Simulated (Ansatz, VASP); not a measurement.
## One calculation of Cu3Pd, two programs

```
Cu Pd
1.0
     3.72200    0.01861    0.01861
     0.01861    3.72200    0.01861
     0.01861    0.01861    3.72200
Cu Pd
3 1
Direct
  0.00000 0.50000 0.50000
  0.50000 0.00000 0.50000
  0.50000 0.50000 0.00000
  0.00000 0.00000 0.00000
```

Change from the starting cell: equal xy, yz and zx shear strains of +1 %.

Alike in both runs: task single point; functional PBEsol; k mesh 9 × 9 × 9; occupations fermi-dirac, width 0.05 eV; no spin polarisation.

|  | VASP | Ansatz |
| --- | --- | --- |
| version | VASP 6.6.1 | Ansatz 0.2.0 |
| potentials or method | VASP PAW PBE potentials, release 64 (Cu, Pd), cutoff 520 eV | all-electron LAPW, scalar-relativistic |

|  | VASP | Ansatz | Ansatz less VASP |
| --- | --- | --- | --- |
| pressure (GPa) | -7.9 | -8.3 | -0.46 |
| traceless stress, the component that is largest in VASP (GPa) | -0.69 | -0.69 | -0.002 |

VASP's potentials were made for PBE, not for PBEsol. Ansatz ran all-electron here, and VASP with PAW potentials.
